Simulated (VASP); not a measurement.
# Ti (P6_3/mmc) in VASP: notebook

The runs below take Ti through single point, with PBE, PBE-based screened hybrid with 25 % exact exchange.

All numbers are computed with VASP 6.6.1; they aren't measurements. Logs are shortened: lines on timing, memory, paths and dates and some standing lists are left out, and cuts for length are marked.

### 1 The cell of the first run

The structure is hexagonal, space group P6_3/mmc (No. 194). Conventional cell: a = 2.950 Å, b = 2.950 Å, c = 4.680 Å, α = 90.00°, β = 90.00°, γ = 120.00°. Within 3.8 Å of Ti (site symmetry -6m2) lie 12 Ti at 2.89 to 2.95 Å.

### 2 Single point, PBE

Contents of INCAR:

```
SYSTEM = Ti
ALGO = Normal
EDIFF = 1E-6
ENCUT = 500
GGA = PE
GGA_COMPAT = .FALSE.
ISIF = 2
ISMEAR = -1
LASPH = .TRUE.
LCHARG = .FALSE.
LREAL = .FALSE.
LWAVE = .FALSE.
NBANDS = 19
NELM = 120
PREC = Accurate
SIGMA = 0.025
```

Contents of KPOINTS:

```
k-points
0
G
  10 10 6
  0 0 0
```

Contents of POSCAR:

```
Ti
1.0
    2.9500000000      0.0000000000      0.0000000000
   -1.4750000000      2.5547749412      0.0000000000
    0.0000000000      0.0000000000      4.6800000000
Ti
2
Direct
    0.6666666667      0.3333333333      0.7500000000
    0.3333333333      0.6666666667      0.2500000000
```

Potentials or basis: VASP PAW PBE potentials, release 64 (Ti_sv).

Run with:

```sh
cat potpaw_PBE.64/Ti_sv/POTCAR > POTCAR
mpirun -np 1 vasp_std > vasp.out
```

OUTCAR:

```text
SYSTEM = Ti
   EDIFF = 1E-6
   ENCUT = 500
   GGA = PE
   ISIF = 2
   ISMEAR = -1
   LASPH = .TRUE.
   LREAL = .FALSE.
   NELM = 120
   PREC = Accurate

 ion  position               nearest neighbor table
   1  0.667  0.333  0.750-   2 2.89   2 2.89   2 2.89   2 2.89   2 2.89   2 2.89
   2  0.333  0.667  0.250-   1 2.89   1 2.89   1 2.89   1 2.89   1 2.89   1 2.89

  LATTYP: Found a hexagonal cell.
 ALAT       =     2.9500000000
 C/A-ratio  =     1.5864406780

  Lattice vectors:

 A1 = (   2.9500000000,   0.0000000000,   0.0000000000)
 A2 = (  -1.4750000000,   2.5547749412,   0.0000000000)
 A3 = (   0.0000000000,   0.0000000000,   4.6800000000)

Analysis of symmetry for initial positions (statically):
=====================================================================
 Subroutine PRICEL returns:
 Original cell was already a primitive cell.

 Routine SETGRP: Setting up the symmetry group for a
 hexagonal supercell.

 Subroutine GETGRP returns: Found 24 space group operations
 (whereof 12 operations were pure point group operations)
 out of a pool of 24 trial point group operations.

The static configuration has the point symmetry D_3d.
 The point group associated with its full space group is D_6h.

Analysis of symmetry for dynamics (positions and initial velocities):
=====================================================================
 Subroutine PRICEL returns:
 Original cell was already a primitive cell.

 Routine SETGRP: Setting up the symmetry group for a
 hexagonal supercell.

 Subroutine GETGRP returns: Found 24 space group operations
 (whereof 12 operations were pure point group operations)
 out of a pool of 24 trial point group operations.

The dynamic configuration has the point symmetry D_3d.
 The point group associated with its full space group is D_6h.

 Subroutine INISYM returns: Found 24 space group operations
 (whereof 12 operations are pure point group operations),
 and found     1 'primitive' translations

----------------------------------------------------------------------------------------

                                     Primitive cell

  volume of cell :      35.2712

  direct lattice vectors                    reciprocal lattice vectors
     2.950000000  0.000000000  0.000000000     0.338983051  0.195711956  0.000000000
    -1.475000000  2.554774941  0.000000000     0.000000000  0.391423911  0.000000000
     0.000000000  0.000000000  4.680000000     0.000000000  0.000000000  0.213675214

  length of vectors
     2.950000000  2.950000000  4.680000000     0.391423911  0.391423911  0.213675214

  position of ions in fractional coordinates (direct lattice)
     0.666666667  0.333333333  0.750000000
     0.333333333  0.666666667  0.250000000

  ion indices of the primitive-cell ions
   primitive index   ion index
                 1           1
                 2           2

----------------------------------------------------------------------------------------

 KPOINTS: k-points

Automatic generation of k-mesh.
 Grid dimensions read from file:
 generate k-points for:   10   10    6

 Generating k-lattice:

  Cartesian coordinates                     Fractional coordinates (reciprocal lattice)
     0.033898305  0.019571196  0.000000000     0.100000000 -0.000000000  0.000000000
     0.000000000  0.039142391  0.000000000     0.000000000  0.100000000  0.000000000
     0.000000000  0.000000000  0.035612536     0.000000000  0.000000000  0.166666667

  Length of vectors
     0.039142391  0.039142391  0.035612536

  Shift w.r.t. Gamma in fractional coordinates (k-lattice)
     0.000000000  0.000000000  0.000000000

 Subroutine IBZKPT returns following result:
 ===========================================

 Found     56 irreducible k-points:

 Following reciprocal coordinates:
            Coordinates               Weight
  0.000000  0.000000  0.000000      1.000000
  0.100000  0.000000  0.000000      6.000000
  0.200000  0.000000  0.000000      6.000000
  0.300000  0.000000  0.000000      6.000000
  0.400000  0.000000  0.000000      6.000000
  0.500000  0.000000  0.000000      3.000000
[... 16 lines left out ...]
  0.300000  0.100000  0.166667     24.000000
  0.400000  0.100000  0.166667     24.000000
 [... further k-points ...]
   k-points           NKPTS =     56   k-points in BZ     NKDIM =     56   number of bands    NBANDS=     19
   number of dos      NEDOS =    301   number of ions     NIONS =      2
   total plane-waves  NPLWV =  20736
   dimension x,y,z NGX =    24 NGY =   24 NGZ =   36
   dimension x,y,z NGXF=    48 NGYF=   48 NGZF=   72
   ions per type =               2
   NGX,Y,Z   is equivalent  to a cutoff of  13.53, 13.53, 12.79 a.u.
   NGXF,Y,Z  is equivalent  to a cutoff of  27.05, 27.05, 25.58 a.u.
 SYSTEM =  Ti
   PREC   = accura    normal or accurate (medium, high low for compatibility)
   ISTART =      0    job   : 0-new  1-cont  2-samecut
   ICHARG =      2    charge: 1-file 2-atom 10-const
   ISPIN  =      1    spin polarized calculation?
   LNONCOLLINEAR =      F non collinear calculations
   LSORBIT =      F    spin-orbit coupling
   LASPH  =      T    aspherical Exc in radial PAW
   ENCUT  =  500.0 eV  36.75 Ry    6.06 a.u.   5.38  5.38  8.53*2*pi/ulx,y,z
   NELM   =    120;   NELMIN=  2; NELMDL= -5     # of ELM steps
   EDIFF  = 0.1E-05   stopping-criterion for ELM
   LREAL  =      F    real-space projection
   EDIFFG = 0.1E-04   stopping-criterion for IOM
   NSW    =      0    number of steps for IOM
   IBRION =     -1    ionic relax: 0-MD 1-quasi-New 2-CG
   NFREE  =      0    steps in history (QN), initial steepest desc. (CG)
   ISIF   =      2    stress and relaxation
   ISYM   =      2    0-nonsym 1-usesym 2-fastsym
   POTIM  = 0.5000    time-step for ionic-motion
   TEBEG  =    0.0;   TEEND  =   0.0 temperature during run
   PSTRESS=    0.0 pullay stress
   NELECT =      24.0000    total number of electrons
   NUPDOWN=      -1.0000    fix difference up-down
   EMIN   =  10.00;   EMAX   =-10.00  energy-range for DOS
   EFERMI =   0.00;   METHOD = LEGACY
   ISMEAR =    -1;   SIGMA  =   0.03  broadening in eV -4-tet -1-fermi 0-gaus
   EFERMI_NEDOS =   21; number of points for ismear=-14 and -15
   IALGO  =     38    algorithm
   IMIX   =      4    mixing-type and parameters
     AMIX     =   0.40;   BMIX     =  1.00
     AMIX_MAG =   1.60;   BMIX_MAG =  1.00
  volume/ion in A,a.u.               =      17.64       119.01
  Fermi-wavevector in a.u.,A,eV,Ry     =   1.439920  2.721055 28.209912  2.073370
  Thomas-Fermi vector in A             =   2.558722
   LORBIT       =      0    0 simple, 1 ext, 2 COOP (PROOUT), +10 PAW based schemes
   GGA     = PE    functional components
   LHFCALC =     F    Hartree Fock is set to
   AEXX    =    0.0000 exact exchange contribution
   IVDW    =     0    specifies the selected vdW correction
   LEPSILON=     F    determine dielectric tensor
   LRPA    =     F    only Hartree local field effects (RPA)
 non-spin polarized calculation
  energy-cutoff  :      500.00
  volume of cell :       35.27
 maximum number of plane-waves:       929
 NGX is ok and might be reduce to    24
   NGX = 11   NGY = 11   NGZ = 17

 number of electron      24.0000002 magnetization

 Free energy of the ion-electron system (eV)
  ---------------------------------------------------
  ext. energy  EPLUGINS =         0.00000000
  ---------------------------------------------------
  free energy    TOTEN  =       -15.66785632 eV

  energy without entropy =      -15.66226519  energy(sigma->0) =      -15.66506076

 E-fermi :   8.1596     XC(G=0): -11.4265

 val. band max:        8.1558610857   @ k =   0.0000   0.0000   0.3333
 cond. band min:       8.1787811640   @ k =   0.3000   0.3000   0.3333
 fundamental gap:      0.0229200783
 Fermi energy:         8.1596203537

 k-point     1 :       0.0000    0.0000    0.0000
  band No.  band energies     occupation
      1     -48.7169      2.00000
      2     -48.5894      2.00000
      3     -25.2872      2.00000
      4     -24.6724      2.00000
      5     -24.6724      2.00000
      6     -24.6161      2.00000
[... 11 lines left out ...]
     18       9.7745      0.00000
     19      11.2630      0.00000

 k-point     2 :       0.1000    0.0000    0.0000
  band No.  band energies     occupation
      1     -48.7077      2.00000
      2     -48.5857      2.00000
      3     -25.2665      2.00000
      4     -24.7146      2.00000
      5     -24.6864      2.00000
      6     -24.6248      2.00000
[... 11 lines left out ...]
     18       9.6282      0.00000
     19      11.3389      0.00000

 k-point     3 :       0.2000    0.0000    0.0000
  band No.  band energies     occupation
      1     -48.6831      2.00000
      2     -48.5769      2.00000
      3     -25.2087      2.00000
      4     -24.8262      2.00000
      5     -24.7327      2.00000
      6     -24.7217      2.00000
[... 11 lines left out ...]
     18      10.0685      0.00000
     19      11.4796      0.00000

 k-point     4 :       0.3000    0.0000    0.0000
  band No.  band energies     occupation
      1     -48.6504      2.00000
      2     -48.5681      2.00000
      3     -25.1262      2.00000
      4     -24.9658      2.00000
      5     -24.8650      2.00000
      6     -24.7632      2.00000
[... 11 lines left out ...]
     18      10.7234      0.00000
     19      11.5897      0.00000

 k-point     5 :       0.4000    0.0000    0.0000
  band No.  band energies     occupation
      1     -48.6203      2.00000
      2     -48.5644      2.00000
      3     -25.0794      2.00000
      4     -25.0408      2.00000
      5     -24.9682      2.00000
      6     -24.7958      2.00000
[... 11 lines left out ...]
     18      11.4419      0.00000
     19      11.6491      0.00000

 k-point     6 :       0.5000    0.0000    0.0000
  band No.  band energies     occupation
      1     -48.6067      2.00000
      2     -48.5652      2.00000
      3     -25.1228      2.00000
      4     -25.0069      2.00000
      5     -24.9969      2.00000
      6     -24.8080      2.00000
[... 11 lines left out ...]
     18      11.6742      0.00000
     19      12.4393      0.00000

 k-point     7 :       0.1000    0.1000    0.0000
  band No.  band energies     occupation
      1     -48.6908      2.00000
      2     -48.5795      2.00000
      3     -25.2272      2.00000
      4     -24.7807      2.00000
      5     -24.7403      2.00000
      6     -24.6730      2.00000
[... 11 lines left out ...]
     18       9.9759      0.00000
     19      11.4188      0.00000

 k-point     8 :       0.2000    0.1000    0.0000
  band No.  band energies     occupation
      1     -48.6621      2.00000
      2     -48.5708      2.00000
      3     -25.1567      2.00000
      4     -24.8958      2.00000
      5     -24.8406      2.00000
      6     -24.7339      2.00000
[... 256 lines left out ...]
 k-point    20 :       0.5000    0.0000    0.1667
  band No.  band energies     occupation
      1     -48.6039      2.00000
      2     -48.5680      2.00000
      3     -25.1638      2.00000
      4     -25.0505      2.00000
      5     -24.9330      2.00000
      6     -24.7973      2.00000
[... 11 lines left out ...]
     18      11.6622      0.00000
     19      12.1557      0.00000

 k-point    21 :       0.1000    0.1000    0.1667
  band No.  band energies     occupation
      1     -48.6835      2.00000
      2     -48.5870      2.00000
      3     -25.1953      2.00000
      4     -24.7689      2.00000
      5     -24.7581      2.00000
      6     -24.7012      2.00000
[... 11 lines left out ...]
     18      10.0795      0.00000
     19      11.3849      0.00000

 k-point    22 :       0.2000    0.1000    0.1667
  band No.  band energies     occupation
      1     -48.6560      2.00000
      2     -48.5769      2.00000
      3     -25.1447      2.00000
      4     -24.8857      2.00000
      5     -24.8520      2.00000
      6     -24.7468      2.00000
[... 11 lines left out ...]
     18      10.5905      0.00000
     19      11.4582      0.00000

 k-point    23 :       0.3000    0.1000    0.1667
  band No.  band energies     occupation
      1     -48.6259      2.00000
      2     -48.5693      2.00000
      3     -25.1141      2.00000
      4     -24.9903      2.00000
      5     -24.9257      2.00000
      6     -24.7927      2.00000
[... 11 lines left out ...]
     18      11.1435      0.00000
     19      11.6616      0.00000

 k-point    24 :       0.4000    0.1000    0.1667
  band No.  band energies     occupation
      1     -48.6040      2.00000
      2     -48.5678      2.00000
      3     -25.1417      2.00000
      4     -25.0342      2.00000
      5     -24.9347      2.00000
      6     -24.8136      2.00000
[... 11 lines left out ...]
     18      11.5248      0.00000
     19      12.2288      0.00000

 [... further k-points ...]

------------------------ aborting loop because EDIFF is reached ----------------------------------------

  FORCE on cell =-STRESS in cart. coord.  units (eV):
  Direction    XX          YY          ZZ          XY          YZ          ZX
  --------------------------------------------------------------------------------------
  -------------------------------------------------------------------------------------
  Total       -0.3571902     -0.3571902     -0.4289055      0.0000000      0.0000000      0.0000000
  in kB      -16.2251824    -16.2251824    -19.4828151      0.0000000      0.0000000      0.0000000
  external PRESSURE =     -17.3110600 kB  Pullay stress =       0.0000000 kB

 VOLUME and BASIS-vectors are now :
 -----------------------------------------------------------------------------
  energy-cutoff  :      500.00
  volume of cell :       35.27
      direct lattice vectors                 reciprocal lattice vectors
     2.950000000  0.000000000  0.000000000     0.338983051  0.195711956  0.000000000
    -1.475000000  2.554774941  0.000000000     0.000000000  0.391423911  0.000000000
     0.000000000  0.000000000  4.680000000     0.000000000  0.000000000  0.213675214

 POSITION                                       TOTAL-FORCE (eV/Angst)
 -----------------------------------------------------------------------------------
      1.47500      0.85159      3.51000        -0.000000      0.000000      0.000000
     -0.00000      1.70318      1.17000         0.000000     -0.000000      0.000000
 -----------------------------------------------------------------------------------
    total drift:                               -0.000000      0.000000     -0.000000

  FREE ENERGIE OF THE ION-ELECTRON SYSTEM (eV)
  ---------------------------------------------------
  free  energy   TOTEN  =       -15.6678563215 eV

  energy  without entropy=      -15.6622651907  energy(sigma->0) =      -15.66506076
```

Wall time 36 s (1 thread of AMD EPYC 7R13 (Zen 3), shared host); peak memory 0.14 GiB.

Results:

```yaml
Free_energy: -15.6679 eV
Pressure: -1.7 GPa
Band_gap_on_the_k_mesh: zero (bands 12 and 13 overlap by 1.00 eV)
```

Levels at points of the mesh, in eV from the Fermi level:
```
           k point  band 9  band 10  band 11  band 12  band 13  band 14  band 15  band 16
(0.00, 0.00, 0.00)   -6.16    -2.64     0.73     0.78     0.78     0.87     1.26     1.26
(0.50, 0.00, 0.00)   -2.31    -2.10    -1.79    -0.62     0.50     0.62     1.16     3.29
(0.00, 0.00, 0.50)   -4.32    -4.32     0.09     0.09     0.69     0.69     0.69     0.69
(0.50, 0.00, 0.50)   -2.49    -2.49    -0.79    -0.79     1.30     1.30     1.72     1.72
```

### 3 Single point, PBE-based screened hybrid with 25 % exact exchange

This run uses another cell than the first one, of 17.15 Å³/atom.

Contents of POSCAR:

```
Ti
1.0
    2.9477411147      0.0000000000      0.0000000000
   -1.4738705574      2.5528186891      0.0000000000
    0.0000000000      0.0000000000      4.5578809765
Ti
2
Direct
    0.6666666667      0.3333333333      0.7500000000
    0.3333333333      0.6666666667      0.2500000000
```

Contents of INCAR.step1:

```
PREC     = Accurate       # precision mode
ENCUT    = 520            # plane-wave cutoff, eV
EDIFF    = 1E-5           # SCF threshold, eV
ISMEAR   = -1             # smearing method
SIGMA    = 0.05           # smearing width, eV
LREAL    = False          # projectors in reciprocal space
LASPH    = True           # aspherical terms in the spheres
NELM     = 80             # most SCF steps
ALGO     = Normal         # electronic algorithm
ISIF     = 2              # what is computed and relaxed
LWAVE    = True           # write WAVECAR
GGA      = PE             # functional
NBANDS   = 19             # bands
```

Contents of INCAR.step2:

```
PREC     = Accurate       # precision mode
ENCUT    = 520            # plane-wave cutoff, eV
EDIFF    = 1E-6           # SCF threshold, eV
ISMEAR   = -1             # smearing method
SIGMA    = 0.05           # smearing width, eV
LREAL    = False          # projectors in reciprocal space
LASPH    = True           # aspherical terms in the spheres
NELM     = 80             # most SCF steps
ALGO     = Normal         # electronic algorithm
ISIF     = 2              # what is computed and relaxed
LWAVE    = False          # write WAVECAR
LCHARG   = True           # write CHGCAR
GGA      = PE             # functional
LHFCALC  = True           # exact exchange
AEXX     = 0.25           # exact-exchange fraction
HFSCREEN = 0.3            # screening, 1/A
PRECFOCK = Normal       
LELF     = True           # ELF
LVHAR    = True         
ISTART   = 1            
NBANDS   = 19             # bands
```

Contents of KPOINTS:

```
regular mesh
0
Gamma
  5 5 3
```

Potentials or basis: VASP PAW PBE potentials, release 64 (Ti_sv).

Run with:

```sh
cat potpaw_PBE.64/Ti_sv/POTCAR > POTCAR
cp INCAR.step1 INCAR
mpirun -np 1 vasp_std > vasp.out
cp INCAR.step2 INCAR
mpirun -np 1 vasp_std > vasp.out
```

Wall time 38 min (1 thread of Intel Xeon 8259CL, shared host); peak memory 0.27 GiB.

It converged, with:

* Free energy: -18.2569 eV
* Pressure: -0.6 GPa
* Band gap on the k mesh: zero (bands 12 and 13 overlap by 0.98 eV)

Levels at points of the mesh, in eV from the Fermi level:
| k point | band 9 | band 10 | band 11 | band 12 | band 13 | band 14 | band 15 | band 16 |
| --- | --- | --- | --- | --- | --- | --- | --- | --- |
| (0.00, 0.00, 0.00) | -7.43 | -3.26 | 0.63 | 0.97 | 0.97 | 1.39 | 1.69 | 1.69 |

Caveat: the k points lie up to 0.49 Å⁻¹ apart, too coarse for converged energies and pressures of a metal; the PAW data sets were made with another functional, which shifts forces and pressure a little.

The gap in the log of VASP goes by the Fermi energy; the results here count the filled bands.